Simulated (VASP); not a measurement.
A run of VASP 6.6.1 is set up as follows.

Contents of INCAR:

```
ALGO     = Normal         # electronic algorithm
EDIFF    = 1E-7           # SCF threshold, eV
EDIFFG   = -0.3           # ionic threshold
ENCUT    = 520            # plane-wave cutoff, eV
GGA      = PE             # functional
IBRION   = 2              # ionic algorithm
ISIF     = 2              # what is computed and relaxed
ISMEAR   = -1             # smearing method
IVDW     = 12             # dispersion correction
LASPH    = T              # aspherical terms in the spheres
LCHARG   = F              # write CHGCAR
LREAL    = Auto         
LWAVE    = F              # write WAVECAR
NELM     = 80             # most SCF steps
NSW      = 35             # ionic steps
PREC     = Accurate       # precision mode
SIGMA    = 0.02           # smearing width, eV
```

KPOINTS

```
k-points
0
Gamma
  1 1 1
```

File POSCAR:

```
H4C
1.0
    7.9581140000      0.0000000000      0.0000000000
    0.0000000000      7.9581140000      0.0000000000
    0.0000000000      0.0000000000      7.9581140000
C H
8 32
Direct
    0.9461349000      0.6130508000      0.0064487000
    0.7531826000      0.0644449000      0.4497555000
    0.2602573000      0.3296205000      0.1657400000
    0.8571431000      0.0534980000      0.8163357000
    0.1596796000      0.1116537000      0.5997623000
    0.7089834000      0.4586510000      0.3070390000
    0.5000633000      0.8602227000      0.1432513000
    0.6000238000      0.6710510000      0.7295160000
    0.9807600000      0.4927805000     -0.0490905000
    0.8962047000      0.5925294000      0.1322831000
    0.8508581000      0.6734283000     -0.0711743000
    1.0567166000      0.6934648000      0.0137765000
    0.7266801000      0.1493446000      0.5538616000
    0.6979560000     -0.0581456000      0.4756403000
    0.8886667000      0.0512651000      0.4349643000
    0.6994275000      0.1153155000      0.3345556000
    0.3157538000      0.4544319000      0.1752634000
    0.2623484000      0.2692436000      0.2886168000
    0.3321002000      0.2543989000      0.0766966000
    0.1308267000      0.3404078000      0.1223834000
    0.8256970000      0.1662870000      0.7453553000
    0.8058956000      0.0634616000      0.9429171000
    0.9932624000      0.0403046000      0.8231120000
    0.8037176000     -0.0560612000      0.7539584000
    0.0409070000      0.1601807000      0.6475812000
    0.1890263000     -0.0066930000      0.6620622000
    0.2593074000      0.2022399000      0.6245996000
    0.1494778000      0.0908872000      0.4648063000
    0.8055361000      0.5268093000      0.3761798000
    0.6289778000      0.3909283000      0.3951367000
    0.7683030000      0.3696471000      0.2215525000
    0.6331165000      0.5472191000      0.2352871000
    0.5818171000      0.9025030000      0.2446276000
    0.4173167000      0.7614343000      0.1895360000
    0.5762788000      0.8114881000      0.0404672000
    0.4248408000      0.9654657000      0.0983745000
    0.7202904000      0.7364013000      0.7258124000
    0.5283121000      0.7135506000      0.8381422000
    0.6216403000      0.5361778000      0.7390231000
    0.5298525000      0.6980743000      0.6150862000
```

Potentials or basis: VASP PAW PBE potentials, release 64 (C, H).

Launch:

```sh
$ cat potpaw_PBE.64/C/POTCAR potpaw_PBE.64/H/POTCAR > POTCAR
$ mpirun -np 1 vasp_gam > vasp.out
```

**Question.** Predict the dispersion energy per atom.

**Answer.** -0.027 eV.

**Question.** What does it give for the energy gained by relaxing?

**Answer.** 17.4 meV/atom.

Final structure:
```
C H
1.0
     7.95811    0.00000    0.00000
     0.00000    7.95811    0.00000
     0.00000    0.00000    7.95811
C H
8 32
Cartesian
  7.6127 4.9314 0.0120
  5.9222 0.4897 3.4555
  2.0893 2.6158 1.3119
  6.7397 0.4247 6.8741
  1.4990 0.9561 4.6298
  5.5831 3.6607 2.4912
  3.9272 6.8404 1.1425
  4.6994 5.2562 5.6952
  7.8387 3.9620 7.5128
  7.2676 4.7802 1.0367
  6.8293 5.4292 7.3948
  0.5584 5.5488 0.0189
  5.6536 1.2465 4.2004
  5.5033 7.4794 3.7458
  7.0096 0.3974 3.3752
  5.5243 0.7843 2.4875
  2.5034 3.6277 1.3730
  2.1467 2.1437 2.2957
  2.6684 2.0286 0.5905
  1.0454 2.6670 0.9899
  6.6082 1.3992 6.3902
  6.1917 0.3967 7.8130
  7.8015 0.2336 7.0678
  6.3310 7.6032 6.2206
  0.5690 1.4656 4.9030
  1.6063 0.0262 5.1983
  2.3592 1.5999 4.8368
  1.5017 0.7090 3.5632
  6.3702 4.1771 3.0552
  4.9140 3.1521 3.1877
  6.0436 2.9274 1.8198
  5.0164 4.3868 1.9021
  4.5344 7.1682 1.9824
  3.2498 6.0485 1.4789
  4.5873 6.4663 0.3565
  3.3441 7.6870 0.7645
  5.6678 5.7649 5.6475
  4.1346 5.6198 6.5587
  4.8679 4.1788 5.7972
  4.1384 5.4616 4.7796
```

Caveat: the k points lie up to 0.79 Å⁻¹ apart.
